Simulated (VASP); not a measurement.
Sn3Te:

```
Te Sn
1.0
     4.86562    0.00000    0.00000
     0.00000    4.86562    0.00000
     0.00000    0.00000    4.86562
Te Sn
1 3
Direct
  0.00000 0.00000 0.00000
  0.00000 0.50000 0.50000
  0.50000 0.00000 0.50000
  0.50000 0.50000 0.00000
```

Base run:

```yaml
Program: VASP 6.6.1
Functional: LDA
Potentials_or_basis: VASP PAW LDA potentials, release 64 (Te, Sn_d)
Cutoff: 520 eV
k_mesh: 6 × 6 × 6
Occupations: methfessel-paxton, width 0.05 eV
Spin: no spin polarisation
```

Its results: band gap on the k mesh zero (band 24 reaches 10.19 eV, above the bottom of band 25 at 7.06 eV); pressure -3.5 GPa.

Q: The run is repeated on the same cell with these changes: k mesh from 6 × 6 × 6 to 5 × 5 × 5. What comes out?

A: Band gap on the k mesh zero (band 24 reaches 9.20 eV, above the bottom of band 25 at 7.19 eV); pressure -2.9 GPa.

Caveats: spin-orbit coupling is left out, which moves the levels of the heavy elements.
